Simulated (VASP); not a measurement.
# Al (a cell with a defect) in VASP: single point with LDA

Aim: the single point of Al (a cell with a defect) with LDA.

Everything below comes from runs of VASP 6.6.1. Logs are shortened: lines on timing, memory, paths and dates and some standing lists are left out, and cuts for length are marked.

### 1 The cell of the first run

The cell holds a defect, 26 atoms: a = 8.451 Å, b = 8.451 Å, c = 8.451 Å, α = 60.00°, β = 60.00°, γ = 60.00°.

### 2 Single point, LDA (atoms taken out, then relaxed in part)

File INCAR:

```
SYSTEM = Al
PREC = Accurate ; ENCUT = 520
EDIFF = 1E-7 ; ISMEAR = 0
SIGMA = 0.1 ; LREAL = Auto
LASPH = .TRUE. ; NELM = 100
ALGO = Fast ; ISIF = 2
LWAVE = .FALSE. ; LCHARG = .TRUE.
LELF = .TRUE. ; LVHAR = .TRUE.
NBANDS = 58
```

File KPOINTS:

```
regular mesh
0
G
  4 4 4
  0 0 0
```

File POSCAR:

```
Al
1.0
   -5.9754190399      0.0000000000      5.9754190399
   -5.9754190399     -5.9754190399      0.0000000000
    0.0000000000     -5.9754190399      5.9754190399
Al
26
Direct
    0.0000000000      0.3356538311      0.0000000000
    0.0000000000     -0.0023204978      0.0000000000
    0.0000000000      0.6666666667      0.3310128356
    0.0000000000      0.3356538311      0.3310128356
   -0.0003793932      0.0001264644      0.3334597977
    0.0000000000      0.6666666667      0.6689871644
    0.0003793932      0.3332068689      0.6665402023
    0.0000000000     -0.0023204978      0.6689871644
    0.3310128356      0.6666666667      0.0000000000
    0.3310128356      0.3356538311      0.0000000000
    0.3334597977      0.0001264644     -0.0003793932
    0.3334597977      0.6662872734      0.3334597977
    0.3327976806      0.3338689861      0.3327976806
    0.3334597977      0.0001264644      0.3334597977
    0.3310128356      0.6666666667      0.6689871644
    0.3327976806      0.3338689861      0.6672023194
    0.3327976806      0.9994643473      0.6672023194
    0.6689871644      0.6666666667      0.0000000000
    0.6665402023      0.3332068689      0.0003793932
    0.6689871644     -0.0023204978      0.0000000000
    0.6689871644      0.6666666667      0.3310128356
    0.6672023194      0.3338689861      0.3327976806
    0.6672023194      0.9994643473      0.3327976806
    0.6665402023      0.6670460599      0.6665402023
    0.6665402023      0.3332068689      0.6665402023
    0.6672023194     -0.0005356527      0.6672023194
```

Potentials or basis: VASP PAW LDA potentials, release 64 (Al).

Run with:

```sh
$ cat potpaw_LDA.64/Al/POTCAR > POTCAR
$ mpirun -np 1 vasp_std > vasp.out
```

OUTCAR:

```text
SYSTEM = Al
   PREC = Accurate
   ENCUT = 520
   EDIFF = 1E-7
   ISMEAR = 0
   LREAL = Auto
   LASPH = .TRUE.
   NELM = 100
   ISIF = 2

 ion  position               nearest neighbor table
   1  0.000  0.336  0.000-   4 2.80  10 2.80   6 2.80  18 2.80  16 2.81  22 2.81  19 2.83   7 2.83
                             5 2.83  11 2.83   2 2.86
   2  0.000  0.998  0.000-   3 2.80   9 2.80   8 2.80  20 2.80  17 2.81  23 2.81  11 2.83   5 2.83
                             7 2.83  19 2.83   1 2.86
   3  0.000  0.667  0.331-   2 2.80   9 2.80  21 2.80   4 2.80  23 2.81  13 2.81  12 2.83   5 2.83
                            24 2.83   7 2.83   6 2.86
   4  0.000  0.336  0.331-   1 2.80  10 2.80  21 2.80   3 2.80  22 2.81  13 2.81  14 2.83  25 2.83
                             7 2.83   5 2.83   8 2.86
   5  1.000  0.000  0.333-  23 2.81  26 2.81  22 2.81  14 2.82  11 2.82  12 2.82   3 2.83   6 2.83
                             2 2.83   1 2.83   8 2.83   4 2.83
   6  0.000  0.667  0.669-   8 2.80  15 2.80  18 2.80   1 2.80  26 2.81  16 2.81  24 2.83   5 2.83
                            12 2.83   7 2.83   3 2.86
   7  0.000  0.333  0.667-  17 2.81  13 2.81  16 2.81  19 2.82  25 2.82  24 2.82   1 2.83   2 2.83
                             4 2.83   8 2.83   3 2.83   6 2.83
   8  0.000  0.998  0.669-   6 2.80  15 2.80   2 2.80  20 2.80  26 2.81  17 2.81  25 2.83  14 2.83
                             5 2.83   7 2.83   4 2.86
   9  0.331  0.667  0.000-   2 2.80   3 2.80  15 2.80  10 2.80  17 2.81  13 2.81  12 2.83  11 2.83
[... 21 lines left out ...]
  20  0.669  0.998  0.000-  18 2.80  21 2.80   2 2.80   8 2.80  26 2.81  23 2.81  25 2.83  14 2.83
                            11 2.83  19 2.83  10 2.86
  21  0.669  0.667  0.331-  20 2.80  18 2.80   3 2.80   4 2.80  23 2.81  22 2.81  14 2.83  24 2.83
                            25 2.83  12 2.83  15 2.86
  22  0.667  0.334  0.333-   4 2.81   1 2.81  18 2.81  21 2.81  12 2.81  25 2.81   5 2.81  19 2.81
                            13 2.83  16 2.83  26 2.83  23 2.83
  23  0.667  0.999  0.333-  21 2.81   3 2.81   2 2.81  20 2.81   5 2.81  19 2.81  24 2.81  14 2.81
                            17 2.83  26 2.83  13 2.83  22 2.83
  24  0.667  0.667  0.667-  26 2.81  23 2.81  17 2.81   7 2.82  19 2.82  25 2.82   6 2.83  18 2.83
                             3 2.83   9 2.83  21 2.83  15 2.83
  25  0.667  0.333  0.667-  26 2.81  22 2.81  16 2.81   7 2.82  19 2.82  24 2.82  20 2.83   8 2.83
                             4 2.83  10 2.83  21 2.83  15 2.83
  26  0.667  0.999  0.667-   8 2.81  20 2.81  18 2.81   6 2.81  24 2.81  25 2.81   5 2.81  11 2.81
                            17 2.83  23 2.83  22 2.83  16 2.83

  LATTYP: Found a face centered cubic cell.
 ALAT       =    11.9508380798

  Lattice vectors:

 A1 = (  -5.9754190399,   0.0000000000,   5.9754190399)
 A2 = (  -5.9754190399,  -5.9754190399,   0.0000000000)
 A3 = (   0.0000000000,  -5.9754190399,   5.9754190399)

Analysis of symmetry for initial positions (statically):
=====================================================================
 Subroutine PRICEL returns:
 Original cell was already a primitive cell.

 Routine SETGRP: Setting up the symmetry group for a
 face centered cubic supercell.

[... 170 lines left out ...]
     AMIX     =   0.40;   BMIX     =  1.00
     AMIX_MAG =   1.60;   BMIX_MAG =  1.00
  volume/ion in A,a.u.               =      16.41       110.75
  Fermi-wavevector in a.u.,A,eV,Ry     =   0.929098  1.755740 11.744853  0.863222
  Thomas-Fermi vector in A             =   2.055344
   LORBIT       =      0    0 simple, 1 ext, 2 COOP (PROOUT), +10 PAW based schemes
   GGA     = CA    functional components
   LHFCALC =     F    Hartree Fock is set to
   AEXX    =    0.0000 exact exchange contribution
   IVDW    =     0    specifies the selected vdW correction
   LEPSILON=     F    determine dielectric tensor
   LRPA    =     F    only Hartree local field effects (RPA)
 non-spin polarized calculation
 RMM-DIIS sequential band-by-band and
 Gauss-broadening in eV      SIGMA  =   0.10
  energy-cutoff  :      520.00
  volume of cell :      426.71
 maximum number of plane-waves:     11575
 NGX is ok and might be reduce to    64
   NGX = 31   NGY = 31   NGZ = 31

 number of electron      78.0000000 magnetization

 Free energy of the ion-electron system (eV)
  ---------------------------------------------------
  ext. energy  EPLUGINS =         0.00000000
  ---------------------------------------------------
  free energy    TOTEN  =      -108.23820790 eV

  energy without entropy =     -108.18968752  energy(sigma->0) =     -108.21394771

 E-fermi :   7.7300     XC(G=0): -10.3305

 val. band max:        7.7018661024   @ k =   0.5000   0.0000   0.0000
 cond. band min:       7.7566406723   @ k =   0.2500   0.2500   0.0000
 fundamental gap:      0.0547745699
 Fermi energy:         7.7299653327

 k-point     1 :       0.0000    0.0000    0.0000
  band No.  band energies     occupation
      1      -3.4147      2.00000
      2      -0.4883      2.00000
      3      -0.4547      2.00000
      4      -0.4547      2.00000
      5      -0.4547      2.00000
      6      -0.3736      2.00000
[... 421 lines left out ...]
     50       9.7050      0.00000
     51       9.8944      0.00000
 [bands above 51 left out]

------------------------ aborting loop because EDIFF is reached ----------------------------------------

  FORCE on cell =-STRESS in cart. coord.  units (eV):
  Direction    XX          YY          ZZ          XY          YZ          ZX
  --------------------------------------------------------------------------------------
  -------------------------------------------------------------------------------------
  Total       -1.5130729     -1.5130729     -1.5130729     -0.0000000      0.0000000     -0.0000000
  in kB       -5.6811382     -5.6811382     -5.6811382     -0.0000000      0.0000000     -0.0000000
  external PRESSURE =      -5.6811382 kB  Pullay stress =       0.0000000 kB

 VOLUME and BASIS-vectors are now :
 -----------------------------------------------------------------------------
  energy-cutoff  :      520.00
  volume of cell :      426.71
      direct lattice vectors                 reciprocal lattice vectors
    -5.975419040  0.000000000  5.975419040    -0.083676140  0.083676140  0.083676140
    -5.975419040 -5.975419040  0.000000000    -0.083676140 -0.083676140 -0.083676140
     0.000000000 -5.975419040  5.975419040     0.083676140 -0.083676140  0.083676140

 POSITION                                       TOTAL-FORCE (eV/Angst)
 -----------------------------------------------------------------------------------
     -2.00567     -2.00567      0.00000        -0.003739     -0.003739     -0.000000
     -5.96155     -5.96155      0.00000         0.003739      0.003739     -0.000000
     -3.98361     -5.96155      1.97794         0.000000      0.003739     -0.003739
     -2.00567     -3.98361      1.97794        -0.003739      0.000000     -0.003739
     -5.97391     -1.99332      7.96571         0.004941     -0.004941     -0.004941
     -3.98361     -7.98109      3.99748        -0.000000     -0.003739      0.003739
[... 18 lines left out ...]
     -5.97391     -5.97391      7.96571         0.004941      0.004941     -0.004941
     -9.95903     -9.95903      7.97363         0.000000      0.000000     -0.015471
 -----------------------------------------------------------------------------------
    total drift:                               -0.000029     -0.000029     -0.000000

  FREE ENERGIE OF THE ION-ELECTRON SYSTEM (eV)
  ---------------------------------------------------
  free  energy   TOTEN  =      -108.2382078990 eV

  energy  without entropy=     -108.1896875199  energy(sigma->0) =     -108.21394771
```

OSZICAR:

```text
N       E                     dE             d eps       ncg     rms          rms(c)
DAV:   1     0.946021614965E+02    0.94602E+02   -0.27292E+04   928   0.108E+03
DAV:   2    -0.979209829920E+02   -0.19252E+03   -0.17899E+03  1100   0.142E+02
DAV:   3    -0.108963442061E+03   -0.11042E+02   -0.10456E+02  1118   0.268E+01
DAV:   4    -0.109217743412E+03   -0.25430E+00   -0.25233E+00  1120   0.443E+00
DAV:   5    -0.109222491913E+03   -0.47485E-02   -0.47397E-02  1108   0.663E-01    0.730E+00
RMM:   6    -0.108541587288E+03    0.68090E+00   -0.52885E-01   938   0.126E+00    0.416E+00
RMM:   7    -0.108263392715E+03    0.27819E+00   -0.27115E-01   998   0.111E+00    0.886E-01
RMM:   8    -0.108238956298E+03    0.24436E-01   -0.30026E-02  1031   0.514E-01    0.375E-01
RMM:   9    -0.108238265558E+03    0.69074E-03   -0.55537E-03  1098   0.235E-01    0.232E-01
RMM:  10    -0.108238236230E+03    0.29328E-04   -0.14851E-03  1074   0.122E-01    0.351E-02
RMM:  11    -0.108238194982E+03    0.41248E-04   -0.50495E-04  1077   0.674E-02    0.458E-02
RMM:  12    -0.108238206973E+03   -0.11991E-04   -0.12786E-04  1204   0.378E-02    0.242E-02
RMM:  13    -0.108238207452E+03   -0.47888E-06   -0.17466E-05  1101   0.147E-02    0.135E-02
RMM:  14    -0.108238207837E+03   -0.38546E-06   -0.48806E-06  1101   0.718E-03    0.178E-02
RMM:  15    -0.108238207919E+03   -0.81829E-07   -0.10803E-06   975   0.343E-03    0.143E-02
RMM:  16    -0.108238207899E+03    0.19884E-07   -0.22387E-07   685   0.150E-03
   1 F= -.10823821E+03 E0= -.10821395E+03  d E =-.485204E-01
```

stdout:

```text
POSCAR found type information on POSCAR Al
 POSCAR found :  1 types and      26 ions
 scaLAPACK will be used
 LDA part: xc-table for (Slater(with rela. corr.)+CA(PZ))
 , standard interpolation
 POSCAR, INCAR and KPOINTS ok, starting setup
 FFT: planning ... GRIDC
 FFT: planning ... GRID_SOFT
 FFT: planning ... GRID
 WAVECAR not read
 entering main loop
```

Run time: 10 min. Hardware: 1 thread of Intel Xeon 8259CL, shared host; peak memory 0.45 GiB.

Results:

- Free energy: -108.2382 eV
- Pressure: -0.6 GPa
- Largest force: 0.015 eV/Å
- Band gap on the k mesh: zero (bands 39 and 40 overlap by 0.62 eV)

Forces on the atoms (eV/Å):
```
Al  -0.004 -0.004  0.000
Al   0.004  0.004  0.000
Al   0.000  0.004 -0.004
Al  -0.004  0.000 -0.004
Al   0.005 -0.005 -0.005
Al   0.000 -0.004  0.004
Al  -0.005  0.005  0.005
Al   0.004  0.000  0.004
Al   0.004  0.000 -0.004
Al   0.000 -0.004 -0.004
Al  -0.005  0.005 -0.005
Al   0.005  0.005  0.005
Al   0.000  0.000  0.015
Al  -0.005 -0.005  0.005
Al   0.004 -0.004  0.000
Al   0.000  0.015  0.000
Al  -0.015  0.000  0.000
Al  -0.004  0.000  0.004
Al   0.005 -0.005  0.005
Al   0.000  0.004  0.004
Al  -0.004  0.004  0.000
Al   0.015  0.000  0.000
Al   0.000 -0.015  0.000
Al  -0.005 -0.005 -0.005
Al   0.005  0.005 -0.005
Al   0.000  0.000 -0.015
```

Levels at points of the mesh, in eV from the Fermi level:
| k point | band 37 | band 38 | band 39 | band 40 | band 41 | band 42 |
| --- | --- | --- | --- | --- | --- | --- |
| (0.00, 0.00, 0.00) | -0.38 | -0.38 | -0.38 | 0.56 | 0.56 | 0.56 |
| (0.50, 0.00, 0.00) | -0.46 | -0.23 | -0.23 | -0.03 | 1.26 | 1.26 |
| (0.50, 0.50, 0.00) | -0.42 | -0.42 | -0.33 | 0.23 | 0.91 | 0.99 |

Caveat: the cell differs from its parent crystal (atoms taken out, then relaxed in part).
